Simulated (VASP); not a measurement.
# ZnO (P6_3mc) in VASP: notebook

The runs below take ZnO through single point, with r2SCAN.

Everything below comes from runs of VASP 6.6.1. Logs are shortened: lines on timing, memory, paths and dates and some standing lists are left out, and cuts for length are marked.

## (1) The cell of the first run

It takes space group P6_3mc (No. 186, hexagonal). Conventional cell: a = 3.494 Å, b = 3.494 Å, c = 5.003 Å, α = 90.00°, β = 90.00°, γ = 120.00°. Zn (site symmetry 3m) has 4 O at 1.90 to 2.11 Å within 2.5 Å. Within 2.5 Å of O (site symmetry 3m) lie 4 Zn at 1.90 to 2.11 Å.

## (2) Single point, r2SCAN (strain +0.080 along x and y, -0.040 along z)

Contents of POSCAR:

```
ZnO
1.0
    3.4940166523      0.0000000000      0.0000000000
   -1.7470083261      3.0259071821      0.0000000000
    0.0000000000      0.0000000000      5.0029593860
Zn O
2 2
Direct
    0.3333333333      0.6666666667      0.0012360734
    0.6666666667      0.3333333333      0.5012360734
    0.3333333333      0.6666666667      0.3808639266
    0.6666666667      0.3333333333      0.8808639266
```

Contents of INCAR.step1:

```
PREC     = Accurate       # precision mode
ENCUT    = 520            # plane-wave cutoff, eV
ISMEAR   = 0              # smearing method
SIGMA    = 0.05           # smearing width, eV
LREAL    = F              # projectors in reciprocal space
LASPH    = T              # aspherical terms in the spheres
NELM     = 100            # most SCF steps
NBANDS   = 26             # bands
GGA      = PE             # functional
ALGO     = Normal         # electronic algorithm
EDIFF    = 1E-4           # SCF threshold, eV
LWAVE    = T              # write WAVECAR
LCHARG   = F              # write CHGCAR
```

Contents of INCAR.step2:

```
PREC     = Accurate       # precision mode
ENCUT    = 520            # plane-wave cutoff, eV
EDIFF    = 1E-7           # SCF threshold, eV
ISMEAR   = 0              # smearing method
SIGMA    = 0.05           # smearing width, eV
LREAL    = F              # projectors in reciprocal space
LASPH    = T              # aspherical terms in the spheres
NELM     = 100            # most SCF steps
ALGO     = Normal         # electronic algorithm
ISIF     = 2              # what is computed and relaxed
LWAVE    = F              # write WAVECAR
LCHARG   = T              # write CHGCAR
METAGGA  = R2SCAN         # meta-GGA
LMIXTAU  = T            
LELF     = T              # ELF
LVHAR    = T            
NBANDS   = 26             # bands
ISTART   = 1
```

Contents of KPOINTS:

```
Automatic mesh
0
Gamma
  12 12 6
```

Potentials or basis: VASP PAW PBE potentials, release 64 (Zn, O).

Command:

```
$ cat potpaw_PBE.64/Zn/POTCAR potpaw_PBE.64/O/POTCAR > POTCAR
$ cp INCAR.step1 INCAR
$ mpirun -np 1 vasp_std > vasp.out
$ cp INCAR.step2 INCAR
$ mpirun -np 1 vasp_std > vasp.out
```

OUTCAR:

```text
PREC = Accurate
   ENCUT = 520
   EDIFF = 1E-7
   ISMEAR = 0
   LREAL = F
   LASPH = T
   NELM = 100
   ISIF = 2
   METAGGA = R2SCAN
   ISTART = 1

 ion  position               nearest neighbor table
   1  0.333  0.667  0.001-   3 1.90   4 2.11   4 2.11   4 2.11
   2  0.667  0.333  0.501-   4 1.90   3 2.11   3 2.11   3 2.11
   3  0.333  0.667  0.381-   1 1.90   2 2.11   2 2.11   2 2.11
   4  0.667  0.333  0.881-   2 1.90   1 2.11   1 2.11   1 2.11

  LATTYP: Found a hexagonal cell.
 ALAT       =     3.4940166523
 C/A-ratio  =     1.4318647802

  Lattice vectors:

 A1 = (   3.4940166523,   0.0000000000,   0.0000000000)
 A2 = (  -1.7470083261,   3.0259071821,   0.0000000000)
 A3 = (   0.0000000000,   0.0000000000,   5.0029593860)

Analysis of symmetry for initial positions (statically):
=====================================================================
 Subroutine PRICEL returns:
 Original cell was already a primitive cell.

 Routine SETGRP: Setting up the symmetry group for a
 hexagonal supercell.

 Subroutine GETGRP returns: Found 12 space group operations
 (whereof  6 operations were pure point group operations)
 out of a pool of 24 trial point group operations.

The static configuration has the point symmetry C_3v.
 The point group associated with its full space group is C_6v.

Analysis of symmetry for dynamics (positions and initial velocities):
=====================================================================
 Subroutine PRICEL returns:
 Original cell was already a primitive cell.

 Routine SETGRP: Setting up the symmetry group for a
 hexagonal supercell.

 Subroutine GETGRP returns: Found 12 space group operations
 (whereof  6 operations were pure point group operations)
 out of a pool of 24 trial point group operations.

The dynamic configuration has the point symmetry C_3v.
 The point group associated with its full space group is C_6v.

 Subroutine INISYM returns: Found 12 space group operations
 (whereof  6 operations are pure point group operations),
 and found     1 'primitive' translations

----------------------------------------------------------------------------------------

                                     Primitive cell

  volume of cell :      52.8941

  direct lattice vectors                    reciprocal lattice vectors
     3.494016652  0.000000000  0.000000000     0.286203559  0.165239702  0.000000000
    -1.747008326  3.025907182  0.000000000     0.000000000  0.330479403  0.000000000
     0.000000000  0.000000000  5.002959386     0.000000000  0.000000000  0.199881695

  length of vectors
     3.494016652  3.494016652  5.002959386     0.330479403  0.330479403  0.199881695

  position of ions in fractional coordinates (direct lattice)
     0.333333333  0.666666667  0.001236073
     0.666666667  0.333333333  0.501236073
     0.333333333  0.666666667  0.380863927
     0.666666667  0.333333333  0.880863927

  ion indices of the primitive-cell ions
   primitive index   ion index
                 1           1
                 2           2
                 3           3
                 4           4

----------------------------------------------------------------------------------------

 KPOINTS: Automatic mesh

Automatic generation of k-mesh.
 Grid dimensions read from file:
 generate k-points for:   12   12    6

 Generating k-lattice:

  Cartesian coordinates                     Fractional coordinates (reciprocal lattice)
     0.023850297  0.013769975  0.000000000     0.083333333  0.000000000  0.000000000
     0.000000000  0.027539950  0.000000000     0.000000000  0.083333333  0.000000000
     0.000000000  0.000000000  0.033313616     0.000000000  0.000000000  0.166666667

  Length of vectors
     0.027539950  0.027539950  0.033313616

  Shift w.r.t. Gamma in fractional coordinates (k-lattice)
     0.000000000  0.000000000  0.000000000

 Subroutine IBZKPT returns following result:
 ===========================================

 Found     76 irreducible k-points:

 Following reciprocal coordinates:
            Coordinates               Weight
  0.000000  0.000000  0.000000      1.000000
  0.083333  0.000000  0.000000      6.000000
  0.166667  0.000000  0.000000      6.000000
  0.250000  0.000000  0.000000      6.000000
  0.333333  0.000000  0.000000      6.000000
  0.416667  0.000000  0.000000      6.000000
[... 16 lines left out ...]
  0.250000  0.000000  0.166667     12.000000
  0.333333  0.000000  0.166667     12.000000
 [... further k-points ...]
   k-points           NKPTS =     76   k-points in BZ     NKDIM =     76   number of bands    NBANDS=     26
   number of dos      NEDOS =    301   number of ions     NIONS =      4
   total plane-waves  NPLWV =  31360
   dimension x,y,z NGX =    28 NGY =   28 NGZ =   40
   dimension x,y,z NGXF=    56 NGYF=   56 NGZF=   80
   ions per type =               2   2
   NGX,Y,Z   is equivalent  to a cutoff of  13.32, 13.32, 13.29 a.u.
   NGXF,Y,Z  is equivalent  to a cutoff of  26.64, 26.64, 26.58 a.u.
 SYSTEM =  unknown system
   PREC   = accura    normal or accurate (medium, high low for compatibility)
   ISTART =      1    job   : 0-new  1-cont  2-samecut
   ICHARG =      0    charge: 1-file 2-atom 10-const
   ISPIN  =      1    spin polarized calculation?
   LNONCOLLINEAR =      F non collinear calculations
   LSORBIT =      F    spin-orbit coupling
   LASPH  =      T    aspherical Exc in radial PAW
   ENCUT  =  520.0 eV  38.22 Ry    6.18 a.u.   6.50  6.50  9.30*2*pi/ulx,y,z
   NELM   =    100;   NELMIN=  2; NELMDL=  0     # of ELM steps
   EDIFF  = 0.1E-06   stopping-criterion for ELM
   LREAL  =      F    real-space projection
   EDIFFG = 0.1E-05   stopping-criterion for IOM
   NSW    =      0    number of steps for IOM
   IBRION =     -1    ionic relax: 0-MD 1-quasi-New 2-CG
   NFREE  =      0    steps in history (QN), initial steepest desc. (CG)
   ISIF   =      2    stress and relaxation
   ISYM   =      2    0-nonsym 1-usesym 2-fastsym
   POTIM  = 0.5000    time-step for ionic-motion
   TEBEG  =    0.0;   TEEND  =   0.0 temperature during run
   PSTRESS=    0.0 pullay stress
   NELECT =      36.0000    total number of electrons
   NUPDOWN=      -1.0000    fix difference up-down
   EMIN   =  10.00;   EMAX   =-10.00  energy-range for DOS
   EFERMI =   0.00;   METHOD = LEGACY
   ISMEAR =     0;   SIGMA  =   0.05  broadening in eV -4-tet -1-fermi 0-gaus
   EFERMI_NEDOS =   21; number of points for ismear=-14 and -15
   IALGO  =     38    algorithm
   IMIX   =      4    mixing-type and parameters
     AMIX     =   0.40;   BMIX     =  1.00
     AMIX_MAG =   1.60;   BMIX_MAG =  1.00
  volume/ion in A,a.u.               =      13.22        89.24
  Fermi-wavevector in a.u.,A,eV,Ry     =   1.440035  2.721272 28.214425  2.073702
  Thomas-Fermi vector in A             =   2.558824
   LORBIT       =      0    0 simple, 1 ext, 2 COOP (PROOUT), +10 PAW based schemes
   METAGGA = R2SCAN    functional components
   LHFCALC =     F    Hartree Fock is set to
   AEXX    =    0.0000 exact exchange contribution
   IVDW    =     0    specifies the selected vdW correction
   LEPSILON=     F    determine dielectric tensor
   LRPA    =     F    only Hartree local field effects (RPA)
 non-spin polarized calculation
 Gauss-broadening in eV      SIGMA  =   0.05
  energy-cutoff  :      520.00
  volume of cell :       52.89
 maximum number of plane-waves:      1459
 NGX is ok and might be reduce to    28
   NGX = 13   NGY = 13   NGZ = 19

 number of electron      36.0000015 magnetization

 Free energy of the ion-electron system (eV)
  ---------------------------------------------------
  ext. energy  EPLUGINS =         0.00000000
  ---------------------------------------------------
  free energy    TOTEN  =       -35.81982158 eV

  energy without entropy =      -35.81982158  energy(sigma->0) =      -35.81982158

 E-fermi :   0.2549     XC(G=0): -11.0488

 val. band max:       -0.0280790638   @ k =   0.0000   0.0000   0.0000
 cond. band min:       1.0142441909   @ k =   0.0000   0.0000   0.0000
 fundamental gap:      1.0423232547
 Fermi energy:         0.2548708190

 k-point     1 :       0.0000    0.0000    0.0000
  band No.  band energies     occupation
      1     -18.3697      2.00000
      2     -17.6806      2.00000
      3      -5.4240      2.00000
      4      -5.3893      2.00000
      5      -5.3892      2.00000
      6      -5.1584      2.00000
[... 18 lines left out ...]
     25      13.5742      0.00000
     26      15.4442      0.00000

 k-point     2 :       0.0833    0.0000    0.0000
  band No.  band energies     occupation
      1     -18.3437      2.00000
      2     -17.6753      2.00000
      3      -5.4521      2.00000
      4      -5.3746      2.00000
      5      -5.3638      2.00000
      6      -5.1652      2.00000
[... 18 lines left out ...]
     25      13.6648      0.00000
     26      15.6682      0.00000

 k-point     3 :       0.1667    0.0000    0.0000
  band No.  band energies     occupation
      1     -18.2709      2.00000
      2     -17.6621      2.00000
      3      -5.4995      2.00000
      4      -5.3371      2.00000
      5      -5.3191      2.00000
      6      -5.1768      2.00000
[... 18 lines left out ...]
     25      13.8275      0.00000
     26      14.7228      0.00000

 k-point     4 :       0.2500    0.0000    0.0000
  band No.  band energies     occupation
      1     -18.1642      2.00000
      2     -17.6499      2.00000
      3      -5.5409      2.00000
      4      -5.2929      2.00000
      5      -5.2699      2.00000
      6      -5.1663      2.00000
[... 18 lines left out ...]
     25      13.6296      0.00000
     26      13.8199      0.00000

 k-point     5 :       0.3333    0.0000    0.0000
  band No.  band energies     occupation
      1     -18.0448      2.00000
      2     -17.6487      2.00000
      3      -5.5553      2.00000
      4      -5.2584      2.00000
      5      -5.2234      2.00000
      6      -5.1082      2.00000
[... 18 lines left out ...]
     25      13.0477      0.00000
     26      13.6511      0.00000

 k-point     6 :       0.4167    0.0000    0.0000
  band No.  band energies     occupation
      1     -17.9406      2.00000
      2     -17.6635      2.00000
      3      -5.5456      2.00000
      4      -5.2397      2.00000
      5      -5.1461      2.00000
      6      -5.0288      2.00000
[... 427 lines left out ...]
 k-point    21 :       0.0833    0.0000    0.1667
  band No.  band energies     occupation
      1     -18.2991      2.00000
      2     -17.7198      2.00000
      3      -5.4973      2.00000
      4      -5.3718      2.00000
      5      -5.3712      2.00000
      6      -5.2190      2.00000
[... 18 lines left out ...]
     25      13.4027      0.00000
     26      14.9010      0.00000

 k-point    22 :       0.1667    0.0000    0.1667
  band No.  band energies     occupation
      1     -18.2295      2.00000
      2     -17.7020      2.00000
      3      -5.5397      2.00000
      4      -5.3421      2.00000
      5      -5.3310      2.00000
      6      -5.2431      2.00000
[... 18 lines left out ...]
     25      13.5469      0.00000
     26      14.4055      0.00000

 k-point    23 :       0.2500    0.0000    0.1667
  band No.  band energies     occupation
      1     -18.1283      2.00000
      2     -17.6824      2.00000
      3      -5.5810      2.00000
      4      -5.3253      2.00000
      5      -5.2817      2.00000
      6      -5.2184      2.00000
[... 18 lines left out ...]
     25      13.5971      0.00000
     26      13.6012      0.00000

 k-point    24 :       0.3333    0.0000    0.1667
  band No.  band energies     occupation
      1     -18.0157      2.00000
      2     -17.6723      2.00000
      3      -5.5988      2.00000
      4      -5.3144      2.00000
      5      -5.2407      2.00000
      6      -5.1464      2.00000
[... 18 lines left out ...]
     25      13.0183      0.00000
     26      13.5290      0.00000

 [... further k-points ...]

------------------------ aborting loop because EDIFF is reached ----------------------------------------

  FORCE on cell =-STRESS in cart. coord.  units (eV):
  Direction    XX          YY          ZZ          XY          YZ          ZX
  --------------------------------------------------------------------------------------
  -------------------------------------------------------------------------------------
  Total       -5.6885895     -5.6885895      1.3182817     -0.0000000     -0.0000000      0.0000000
  in kB     -172.3088685   -172.3088685     39.9310970     -0.0000000     -0.0000000      0.0000000
  external PRESSURE =    -101.5622133 kB  Pullay stress =       0.0000000 kB

 VOLUME and BASIS-vectors are now :
 -----------------------------------------------------------------------------
  energy-cutoff  :      520.00
  volume of cell :       52.89
      direct lattice vectors                 reciprocal lattice vectors
     3.494016652  0.000000000  0.000000000     0.286203559  0.165239702  0.000000000
    -1.747008326  3.025907182  0.000000000     0.000000000  0.330479403  0.000000000
     0.000000000  0.000000000  5.002959386     0.000000000  0.000000000  0.199881695

 POSITION                                       TOTAL-FORCE (eV/Angst)
 -----------------------------------------------------------------------------------
     -0.00000      2.01727      0.00618         0.000000      0.000000     -0.949461
      1.74701      1.00864      2.50766        -0.000000      0.000000     -0.949461
     -0.00000      2.01727      1.90545        -0.000000      0.000000      0.949461
      1.74701      1.00864      4.40693         0.000000      0.000000      0.949461
 -----------------------------------------------------------------------------------
    total drift:                                0.000000      0.000001      0.011647

  FREE ENERGIE OF THE ION-ELECTRON SYSTEM (eV)
  ---------------------------------------------------
  free  energy   TOTEN  =       -35.8198215752 eV

  energy  without entropy=      -35.8198215752  energy(sigma->0) =      -35.81982158
```

Run time: 4 min. Hardware: 1 thread of AMD EPYC 9R45 (Zen 5), shared host; peak memory 0.21 GiB.

Results:

```yaml
Free_energy: -35.8198 eV
Pressure: -10.2 GPa
Largest_force: 0.949 eV/Å
Band_gap_on_the_k_mesh: 1.04 eV
```

Forces in eV/Å, atoms in the order of the input:
```
Zn   0.000  0.000 -0.949
Zn   0.000  0.000 -0.949
O    0.000  0.000  0.949
O    0.000  0.000  0.949
```

Caveat: the cell differs from its parent crystal (strain +0.080 along x and y, -0.040 along z); the stress differs along the axes, from -17 to 4 GPa; the PAW data sets were made with another functional, which shifts forces and pressure a little.

## (3) Single point, r2SCAN (strain +0.080 along x and y, +0.000 along z)

POSCAR: that of step 2 with these lines changed.

```diff
@@ -4,3 +4,3 @@
    -1.7470083261      3.0259071821      0.0000000000
-    0.0000000000      0.0000000000      5.0029593860
+    0.0000000000      0.0000000000      5.2114160271
 Zn O
```

Contents of INCAR.step1:

```
SYSTEM = ZnO
ALGO = Normal ; EDIFF = 1E-4
ENCUT = 520 ; GGA = PE
ISMEAR = 0 ; LASPH = .True.
LCHARG = .False. ; LREAL = .False.
LWAVE = .True. ; NBANDS = 26
NELM = 60 ; PREC = Accurate
SIGMA = 0.05
```

Contents of INCAR.step2:

```
SYSTEM = ZnO
ALGO = Normal ; EDIFF = 1E-7
ENCUT = 520 ; ISIF = 2
ISMEAR = 0 ; ISTART = 1
LASPH = .True. ; LCHARG = .True.
LELF = .True. ; LMIXTAU = .True.
LREAL = .False. ; LVHAR = .True.
LWAVE = .False. ; METAGGA = R2SCAN
NBANDS = 26 ; NELM = 60
PREC = Accurate ; SIGMA = 0.05
```

Contents of KPOINTS:

```
k-points
0
Gamma
  12 12 6
  0 0 0
```

Potentials or basis: VASP PAW PBE potentials, release 64 (Zn, O).

Command:

```
$ cat potpaw_PBE.64/Zn/POTCAR potpaw_PBE.64/O/POTCAR > POTCAR
$ cp INCAR.step1 INCAR
$ mpirun -np 1 vasp_std > vasp.out
$ cp INCAR.step2 INCAR
$ mpirun -np 1 vasp_std > vasp.out
```

Wall time 4.2 min (1 thread of AMD EPYC 9R45 (Zen 5), shared host); peak memory 0.21 GiB.

It converged, with:

| Item | Value |
| --- | --- |
| Free energy | -35.7911 eV |
| Pressure | -15.1 GPa |
| Largest force | 0.362 eV/Å |
| Band gap on the k mesh | 0.98 eV |

Forces in eV/Å, atoms in the order of the input:
```
Zn   0.000  0.000 -0.362
Zn   0.000  0.000 -0.362
O    0.000  0.000  0.362
O    0.000  0.000  0.362
```

Stress tensor (GPa, compression positive):
```
-18.79   0.00   0.00
  0.00 -18.79   0.00
  0.00   0.00  -7.57
```

Levels at points of the mesh, in eV from the valence-band top:
```csv
k point,band 14,band 15,band 16,band 17,band 18,band 19,band 20,band 21,band 22,band 23
"(0.00, 0.00, 0.00)",-0.88,-0.88,-0.06,-0.06,0.00,0.98,5.07,8.91,12.29,12.29
"(0.50, 0.00, 0.00)",-2.95,-2.44,-2.06,-1.05,-0.62,5.59,6.96,7.83,8.30,11.22
"(0.00, 0.00, 0.50)",-2.01,-0.46,-0.46,-0.46,-0.46,3.61,3.61,10.71,10.71,12.55
"(0.50, 0.00, 0.50)",-3.43,-1.30,-1.30,-0.96,-0.96,5.99,5.99,8.13,8.13,11.57
```

Caveat: the cell differs from its parent crystal (strain +0.080 along x and y, +0.000 along z); the stress differs along the axes, from -19 to -8 GPa; the PAW data sets were made with another functional, which shifts forces and pressure a little.
